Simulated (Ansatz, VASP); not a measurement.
# Mg: VASP beside Ansatz

INCAR

```
PREC = Accurate
ENCUT = 520
EDIFF = 1E-7
ISMEAR = -1
SIGMA = 0.1
LREAL = F
LASPH = T
NELM = 100
ALGO = Normal
ISIF = 2
LWAVE = F
LCHARG = T
LELF = T
LVHAR = T
NBANDS = 9
```

Contents of KPOINTS:

```
regular mesh
0
Gamma
  19 19 10
```

The input POSCAR:

```
Mg
1.0
    3.1325008903      0.0000000000      0.0000000000
   -1.5662504451      2.7128253484      0.0000000000
    0.0000000000      0.0000000000      5.0848940941
Mg
2
Direct
    0.3333333333      0.6666666667      0.2500000000
    0.6666666667      0.3333333333      0.7500000000
```

Input for Ansatz:

```yaml
crystal:
  lattice:
    - [3.1325008903, 0.0, 0.0]
    - [-1.5662504451, 2.7128253484, 0.0]
    - [0.0, 0.0, 5.0848940941]
  atoms:
    - { symbol: Mg, position: [0.3333333333, 0.6666666667, 0.25] }
    - { symbol: Mg, position: [0.6666666667, 0.3333333333, 0.75] }
hamiltonian:
  xc: lda
  pseudopotentials:
    kind: paw
    azcp:
      Mg: "pseudopotentials/Mg.paw.azcp"
basis:
  ecutwfc: 420
  fft_grid_basis: typed
kpoints:
  mp_grid: { grid: [19, 19, 10], shift: [0, 0, 0] }
magnetization:
  spin_polarized: false
scf:
  occupations: { method: fermi_dirac, width: 0.1 }
  lower_state_search: "off"
output:
  stress: true
  write_density: true
  write_potential: true
  elf: true
  volumetric_format: npy
```

Alike in both runs: task single point; functional LDA; k mesh 19 × 19 × 10; occupations fermi-dirac, width 0.1 eV; no spin polarisation.

|  | VASP | Ansatz |
| --- | --- | --- |
| version | VASP 6.6.1 | Ansatz 0.2.0 |
| potentials or method | VASP PAW LDA potentials, release 64 (Mg), cutoff 520 eV | plane waves (420 eV) with PAW, scalar-relativistic |
| valence electrons in the cell | 4 | 20 |

|  | VASP | Ansatz | Ansatz less VASP |
| --- | --- | --- | --- |
| pressure (GPa) | -0.3 | 0.1 | +0.33 |

Ansatz warns that its potentials were made for another functional, while VASP's fit it. LDA's correlation is that of Perdew and Zunger in VASP and of Perdew and Wang (1992) in Ansatz. VASP's potentials hold 4 valence electrons a cell and Ansatz's 20, so a difference there can come from the potentials and not from the codes.
